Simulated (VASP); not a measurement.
# Yb (P6_3/mmc) in VASP: single point with PBE

Aim: the single point of Yb with PBE.

Program: VASP 6.6.1. These are calculated values, not measurements. Logs are shortened: lines on timing, memory, paths and dates and some standing lists are left out, and cuts for length are marked.

### 1 The cell of the first run

Symmetry: P6_3/mmc, No. 194, hexagonal system. The conventional cell has a = 3.710 Å, b = 3.710 Å, c = 5.980 Å, α = 90.00°, β = 90.00°, γ = 120.00°. Within 4.8 Å of Yb (site symmetry -6m2) lie 12 Yb at 3.68 to 3.71 Å.

### 2 Single point, PBE

File INCAR:

```
SYSTEM = Yb
PREC = Accurate ; ENCUT = 520
EDIFF = 1E-7 ; ISMEAR = 0
SIGMA = 0.05 ; LREAL = .False.
LASPH = .True. ; NELM = 60
ALGO = Normal ; ISIF = 2
LWAVE = .False. ; LCHARG = .False.
GGA = PE ; NBANDS = 31
```

File KPOINTS:

```
regular mesh
0
Gamma
  6 6 4
  0 0 0
```

File POSCAR:

```
Yb
1.0
    3.7103135161      0.0000000000      0.0000000000
   -1.8551567581      3.2132257610      0.0000000000
    0.0000000000      0.0000000000      5.9796764148
Yb
2
Direct
    0.3333333333      0.6666666667      0.7500000000
    0.6666666667      0.3333333333      0.2500000000
```

Potentials or basis: VASP PAW PBE potentials, release 64 (Yb).

On the command line:

```
> cat potpaw_PBE.64/Yb/POTCAR > POTCAR
> mpirun -np 1 vasp_std > vasp.out
```

OUTCAR:

```text
SYSTEM = Yb
   PREC = Accurate
   ENCUT = 520
   EDIFF = 1E-7
   ISMEAR = 0
   LREAL = .False.
   LASPH = .True.
   NELM = 60
   ISIF = 2
   GGA = PE

 ion  position               nearest neighbor table
   1  0.333  0.667  0.750-   2 3.68   2 3.68   2 3.68   2 3.68   2 3.68   2 3.68
   2  0.667  0.333  0.250-   1 3.68   1 3.68   1 3.68   1 3.68   1 3.68   1 3.68

  LATTYP: Found a hexagonal cell.
 ALAT       =     3.7103135161
 C/A-ratio  =     1.6116364261

  Lattice vectors:

 A1 = (   3.7103135161,   0.0000000000,   0.0000000000)
 A2 = (  -1.8551567581,   3.2132257610,   0.0000000000)
 A3 = (   0.0000000000,   0.0000000000,   5.9796764148)

Analysis of symmetry for initial positions (statically):
=====================================================================
 Subroutine PRICEL returns:
 Original cell was already a primitive cell.

 Routine SETGRP: Setting up the symmetry group for a
 hexagonal supercell.

 Subroutine GETGRP returns: Found 24 space group operations
 (whereof 12 operations were pure point group operations)
 out of a pool of 24 trial point group operations.

The static configuration has the point symmetry D_3d.
 The point group associated with its full space group is D_6h.

Analysis of symmetry for dynamics (positions and initial velocities):
=====================================================================
 Subroutine PRICEL returns:
 Original cell was already a primitive cell.

 Routine SETGRP: Setting up the symmetry group for a
 hexagonal supercell.

 Subroutine GETGRP returns: Found 24 space group operations
 (whereof 12 operations were pure point group operations)
 out of a pool of 24 trial point group operations.

The dynamic configuration has the point symmetry D_3d.
 The point group associated with its full space group is D_6h.

 Subroutine INISYM returns: Found 24 space group operations
 (whereof 12 operations are pure point group operations),
 and found     1 'primitive' translations

----------------------------------------------------------------------------------------

                                     Primitive cell

  volume of cell :      71.2902

  direct lattice vectors                    reciprocal lattice vectors
     3.710313516  0.000000000  0.000000000     0.269519003  0.155606869  0.000000000
    -1.855156758  3.213225761  0.000000000     0.000000000  0.311213738  0.000000000
     0.000000000  0.000000000  5.979676415     0.000000000  0.000000000  0.167233129

  length of vectors
     3.710313516  3.710313516  5.979676415     0.311213738  0.311213738  0.167233129

  position of ions in fractional coordinates (direct lattice)
     0.333333333  0.666666667  0.750000000
     0.666666667  0.333333333  0.250000000

  ion indices of the primitive-cell ions
   primitive index   ion index
                 1           1
                 2           2

----------------------------------------------------------------------------------------

 KPOINTS: regular mesh

Automatic generation of k-mesh.
 Grid dimensions read from file:
 generate k-points for:    6    6    4

 Generating k-lattice:

  Cartesian coordinates                     Fractional coordinates (reciprocal lattice)
     0.044919834  0.025934478  0.000000000     0.166666667  0.000000000  0.000000000
     0.000000000  0.051868956  0.000000000     0.000000000  0.166666667  0.000000000
     0.000000000  0.000000000  0.041808282     0.000000000  0.000000000  0.250000000

  Length of vectors
     0.051868956  0.051868956  0.041808282

  Shift w.r.t. Gamma in fractional coordinates (k-lattice)
     0.000000000  0.000000000  0.000000000

 Subroutine IBZKPT returns following result:
 ===========================================

 Found     21 irreducible k-points:

 Following reciprocal coordinates:
            Coordinates               Weight
  0.000000  0.000000  0.000000      1.000000
  0.166667 -0.000000  0.000000      6.000000
  0.333333 -0.000000  0.000000      6.000000
  0.500000  0.000000  0.000000      3.000000
  0.166667  0.166667  0.000000      6.000000
  0.333333  0.166667  0.000000     12.000000
[... 13 lines left out ...]
  0.333333  0.166667  0.500000     12.000000
  0.333333  0.333333  0.500000      2.000000
   k-points           NKPTS =     21   k-points in BZ     NKDIM =     21   number of bands    NBANDS=     31
   number of dos      NEDOS =    301   number of ions     NIONS =      2
   total plane-waves  NPLWV =  37632
   dimension x,y,z NGX =    28 NGY =   28 NGZ =   48
   dimension x,y,z NGXF=    56 NGYF=   56 NGZF=   96
   ions per type =               2
   NGX,Y,Z   is equivalent  to a cutoff of  12.55, 12.55, 13.34 a.u.
   NGXF,Y,Z  is equivalent  to a cutoff of  25.09, 25.09, 26.69 a.u.
 SYSTEM =  Yb
   PREC   = accura    normal or accurate (medium, high low for compatibility)
   ISTART =      0    job   : 0-new  1-cont  2-samecut
   ICHARG =      2    charge: 1-file 2-atom 10-const
   ISPIN  =      1    spin polarized calculation?
   LNONCOLLINEAR =      F non collinear calculations
   LSORBIT =      F    spin-orbit coupling
   LASPH  =      T    aspherical Exc in radial PAW
   ENCUT  =  520.0 eV  38.22 Ry    6.18 a.u.   6.90  6.90 11.12*2*pi/ulx,y,z
   NELM   =     60;   NELMIN=  2; NELMDL= -5     # of ELM steps
   EDIFF  = 0.1E-06   stopping-criterion for ELM
   LREAL  =      F    real-space projection
   EDIFFG = 0.1E-05   stopping-criterion for IOM
   NSW    =      0    number of steps for IOM
   IBRION =     -1    ionic relax: 0-MD 1-quasi-New 2-CG
   NFREE  =      0    steps in history (QN), initial steepest desc. (CG)
   ISIF   =      2    stress and relaxation
   ISYM   =      2    0-nonsym 1-usesym 2-fastsym
   POTIM  = 0.5000    time-step for ionic-motion
   TEBEG  =    0.0;   TEEND  =   0.0 temperature during run
   PSTRESS=    0.0 pullay stress
   NELECT =      48.0000    total number of electrons
   NUPDOWN=      -1.0000    fix difference up-down
   EMIN   =  10.00;   EMAX   =-10.00  energy-range for DOS
   EFERMI =   0.00;   METHOD = LEGACY
   ISMEAR =     0;   SIGMA  =   0.05  broadening in eV -4-tet -1-fermi 0-gaus
   EFERMI_NEDOS =   21; number of points for ismear=-14 and -15
   IALGO  =     38    algorithm
   IMIX   =      4    mixing-type and parameters
     AMIX     =   0.40;   BMIX     =  1.00
     AMIX_MAG =   1.60;   BMIX_MAG =  1.00
  volume/ion in A,a.u.               =      35.65       240.54
  Fermi-wavevector in a.u.,A,eV,Ry     =   1.434868  2.711508 28.012318  2.058847
  Thomas-Fermi vector in A             =   2.554230
   LORBIT       =      0    0 simple, 1 ext, 2 COOP (PROOUT), +10 PAW based schemes
   GGA     = PE    functional components
   LHFCALC =     F    Hartree Fock is set to
   AEXX    =    0.0000 exact exchange contribution
   IVDW    =     0    specifies the selected vdW correction
   LEPSILON=     F    determine dielectric tensor
   LRPA    =     F    only Hartree local field effects (RPA)
 non-spin polarized calculation
 Gauss-broadening in eV      SIGMA  =   0.05
  energy-cutoff  :      520.00
  volume of cell :       71.29
 maximum number of plane-waves:      1934
 NGX is ok and might be reduce to    28
   NGX = 13   NGY = 13   NGZ = 23

 number of electron      48.0000015 magnetization

 Free energy of the ion-electron system (eV)
  ---------------------------------------------------
  ext. energy  EPLUGINS =         0.00000000
  ---------------------------------------------------
  free energy    TOTEN  =        -7.10822294 eV

  energy without entropy =       -7.10351235  energy(sigma->0) =       -7.10586765

 E-fermi :   1.5782     XC(G=0):  -9.4771

 val. band max:        1.5680685232   @ k =   0.3333   0.1667   0.0000
 cond. band min:       1.6044011034   @ k =   0.3333  -0.0000   0.0000
 fundamental gap:      0.0363325803
 Fermi energy:         1.5781517102

 k-point     1 :       0.0000    0.0000    0.0000
  band No.  band energies     occupation
      1     -50.1134      2.00000
      2     -50.0951      2.00000
      3     -22.6587      2.00000
      4     -22.3405      2.00000
      5     -22.3405      2.00000
      6     -22.2991      2.00000
[... 23 lines left out ...]
     30       5.0414      0.00000
     31       5.6926      0.00000

 k-point     2 :       0.1667   -0.0000    0.0000
  band No.  band energies     occupation
      1     -50.1096      2.00000
      2     -50.0935      2.00000
      3     -22.6288      2.00000
      4     -22.4044      2.00000
      5     -22.3609      2.00000
      6     -22.3553      2.00000
[... 23 lines left out ...]
     30       5.1740      0.00000
     31       5.2248      0.00000

 k-point     3 :       0.3333   -0.0000    0.0000
  band No.  band energies     occupation
      1     -50.1015      2.00000
      2     -50.0910      2.00000
      3     -22.5564      2.00000
      4     -22.5330      2.00000
      5     -22.4803      2.00000
      6     -22.3994      2.00000
[... 23 lines left out ...]
     30       6.3428      0.00000
     31       6.4946      0.00000

 k-point     4 :       0.5000    0.0000    0.0000
  band No.  band energies     occupation
      1     -50.0966      2.00000
      2     -50.0905      2.00000
      3     -22.5974      2.00000
      4     -22.5399      2.00000
      5     -22.5031      2.00000
      6     -22.4179      2.00000
[... 23 lines left out ...]
     30       7.6539      0.00000
     31       8.1160      0.00000

 k-point     5 :       0.1667    0.1667    0.0000
  band No.  band energies     occupation
      1     -50.1037      2.00000
      2     -50.0915      2.00000
      3     -22.5770      2.00000
      4     -22.4739      2.00000
      5     -22.4663      2.00000
      6     -22.3826      2.00000
[... 23 lines left out ...]
     30       5.7188      0.00000
     31       6.0389      0.00000
[... 440 lines left out ...]
     30       5.4409      0.00000
     31       7.7327      0.00000

 k-point    19 :       0.1667    0.1667    0.5000
  band No.  band energies     occupation
      1     -50.0976      2.00000
      2     -50.0976      2.00000
      3     -22.5392      2.00000
      4     -22.5392      2.00000
      5     -22.3936      2.00000
      6     -22.3936      2.00000
[... 23 lines left out ...]
     30       5.1155      0.00000
     31       6.8429      0.00000

 k-point    20 :       0.3333    0.1667    0.5000
  band No.  band energies     occupation
      1     -50.0936      2.00000
      2     -50.0936      2.00000
      3     -22.5943      2.00000
      4     -22.5943      2.00000
      5     -22.4323      2.00000
      6     -22.4323      2.00000
[... 23 lines left out ...]
     30       5.1792      0.00000
     31       7.4362      0.00000

 k-point    21 :       0.3333    0.3333    0.5000
  band No.  band energies     occupation
      1     -50.0922      2.00000
      2     -50.0922      2.00000
      3     -22.5741      2.00000
      4     -22.5741      2.00000
      5     -22.4913      2.00000
      6     -22.4913      2.00000
[... 23 lines left out ...]
     30       5.3395      0.00000
     31       7.0656      0.00000

------------------------ aborting loop because EDIFF is reached ----------------------------------------

  FORCE on cell =-STRESS in cart. coord.  units (eV):
  Direction    XX          YY          ZZ          XY          YZ          ZX
  --------------------------------------------------------------------------------------
  -------------------------------------------------------------------------------------
  Total       -0.1537369     -0.1537369     -0.1207122      0.0000000     -0.0000000     -0.0000000
  in kB       -3.4550877     -3.4550877     -2.7128897      0.0000000     -0.0000000     -0.0000000
  external PRESSURE =      -3.2076883 kB  Pullay stress =       0.0000000 kB

 VOLUME and BASIS-vectors are now :
 -----------------------------------------------------------------------------
  energy-cutoff  :      520.00
  volume of cell :       71.29
      direct lattice vectors                 reciprocal lattice vectors
     3.710313516  0.000000000  0.000000000     0.269519003  0.155606869  0.000000000
    -1.855156758  3.213225761  0.000000000     0.000000000  0.311213738  0.000000000
     0.000000000  0.000000000  5.979676415     0.000000000  0.000000000  0.167233129

 POSITION                                       TOTAL-FORCE (eV/Angst)
 -----------------------------------------------------------------------------------
     -0.00000      2.14215      4.48476         0.000000     -0.000000      0.000000
      1.85516      1.07108      1.49492        -0.000000      0.000000      0.000000
 -----------------------------------------------------------------------------------
    total drift:                                0.000000     -0.000000      0.000000

  FREE ENERGIE OF THE ION-ELECTRON SYSTEM (eV)
  ---------------------------------------------------
  free  energy   TOTEN  =        -7.1082229445 eV

  energy  without entropy=       -7.1035123484  energy(sigma->0) =       -7.10586765
```

It took 95 s on 1 thread of Intel Xeon Platinum 8559C (Emerald Rapids), shared host; peak memory 0.21 GiB.

What came out:

* Free energy: -7.1082 eV
* Pressure: -0.3 GPa
* Band gap on the k mesh: zero (band 24 reaches 1.75 eV, above the bottom of band 25 at 1.43 eV)

Caveat: spin-orbit coupling is left out, which moves the levels of the heavy elements. Spin polarisation is off, so any magnetic state and its effect on volume and gap are missing.
